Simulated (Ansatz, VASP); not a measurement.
MgB4C: VASP beside Ansatz

```
Mg B C
1.0
     1.51675   -2.81318    0.00000
     1.51675    2.81318    0.00000
     0.00000    0.00000    6.85095
Mg B C
1 4 1
Direct
  0.00000 0.00000 0.50000
  0.83941 0.16059 0.81326
  0.16059 0.83941 0.81326
  0.83941 0.16059 0.18674
  0.16059 0.83941 0.18674
  0.00000 0.00000 0.00000
```

Alike in both runs: functional PBE; k mesh 8 × 8 × 10; occupations gaussian, width 0.1 eV; no spin polarisation.

Ansatz relaxed the structure, and its values are those at the end. VASP's run is a single point on that final structure, the one shown.

|  | VASP | Ansatz |
| --- | --- | --- |
| version | VASP 6.6.1 | Ansatz 0.2.0 |
| potentials or method | VASP PAW PBE potentials, release 64 (Mg, B, C), cutoff 520 eV | scalar-relativistic, plane waves, PAW |
| valence electrons in the cell | 18 | 26 |

|  | VASP | Ansatz | Ansatz less VASP |
| --- | --- | --- | --- |
| gap on the k mesh at the Fermi level (eV) | none | none | - |
| pressure (GPa) | 0.1 | 0.0 | -0.04 |
| rms of the force components (eV/Å) | 0.009 | 0.001 | -0.0083 |

A gap of «none» marks a metal or a gap that the smearing closes. VASP's potentials hold 18 valence electrons a cell and Ansatz's 26, so a difference there can come from the potentials and not from the codes.
